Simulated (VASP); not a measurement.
Here is a VASP 6.6.1 calculation.

INCAR

```
SYSTEM = HfC
  ALGO = Normal
  EDIFF = 1E-7
  EDIFFG = -0.002
  ENCUT = 600
  GGA = CA
  IBRION = 2
  ISIF = 3
  ISMEAR = -1
  LASPH = .TRUE.
  LCHARG = .FALSE.
  LREAL = .FALSE.
  LWAVE = .FALSE.
  NELM = 80
  NSW = 100
  PREC = Accurate
  SIGMA = 0.08
```

The input KPOINTS:

```
k-points
0
G
  18 18 18
  0 0 0
```

File POSCAR:

```
HfC
1.0
    0.0000000000      2.3250000000      2.3250000000
    2.3250000000      0.0000000000      2.3250000000
    2.3250000000      2.3250000000      0.0000000000
Hf C
1 1
Direct
    0.5000000000      0.5000000000      0.5000000000
    0.0000000000      0.0000000000      0.0000000000
```

Potentials or basis: VASP PAW LDA potentials, release 64 (Hf_pv, C).

The run is started by

```console
$ cat potpaw_LDA.64/Hf_pv/POTCAR potpaw_LDA.64/C/POTCAR > POTCAR
$ mpirun -np 1 vasp_std > vasp.out
```

(1) Predict the band gap on the k mesh.

(2) Predict the relaxed cell.

(3) What does it give for the space group after relaxing (to 0.1 Å)?

(4) Estimate the relaxed volume.

## Answers

(1) zero (bands 7 and 8 overlap by 1.45 eV).

(2) a = 3.236 Å, b = 3.236 Å, c = 3.236 Å, α = 60.00°, β = 60.00°, γ = 60.00°.

(3) Fm-3m (No. 225).

(4) 11.98 Å³/atom.

Caveat: spin-orbit coupling is left out, which moves the levels of the heavy elements.
